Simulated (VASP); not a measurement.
Set up this calculation in VASP 6.6.1, as the native input.

```yaml
Task: single point
Functional: PBE
Potentials_or_basis: VASP PAW PBE potentials, release 64 (B, As)
Cutoff: 520 eV
k_mesh: 13 × 13 × 13
Occupations: fermi-dirac, width 0.05 eV
Spin: no spin polarisation
Dipole_correction: no
Further_INCAR_settings: ALGO = Normal; EDIFF = 1e-06; NBANDS = 11
```

The structure of BAs lies in POSCAR:

```
BAs
1.0
    0.0000000000      2.3885000000      2.3885000000
    2.3885000000      0.0000000000      2.3885000000
    2.3885000000      2.3885000000      0.0000000000
B As
1 1
Direct
    0.0000000000      0.0000000000      0.0000000000
    0.7500000000      0.7500000000      0.7500000000
```

The input as run:

INCAR

```
ALGO = Normal ; EDIFF = 1E-6
ENCUT = 520 ; GGA = PE
ISIF = 2 ; ISMEAR = -1
LASPH = True ; LCHARG = False
LREAL = False ; LWAVE = False
NBANDS = 11 ; NELM = 60
PREC = Accurate ; SIGMA = 0.05
```

KPOINTS

```
k-points
0
Gamma
  13 13 13
```

Potentials or basis: VASP PAW PBE potentials, release 64 (B, As).

Command:

```sh
$ cat potpaw_PBE.64/B/POTCAR potpaw_PBE.64/As/POTCAR > POTCAR
$ mpirun -np 1 vasp_std > vasp.out
```

Results of the run:

| Quantity | Value |
| --- | --- |
| Pressure | 3.4 GPa |
| Band gap on the k mesh | 1.18 eV, indirect (least direct gap 3.28 eV) |

It took 21 s on 1 thread of Intel(R) Xeon(R) Platinum 8375C CPU @ 2.90GHz (Ice Lake), with other jobs on the host, peak memory 0.17 GiB.
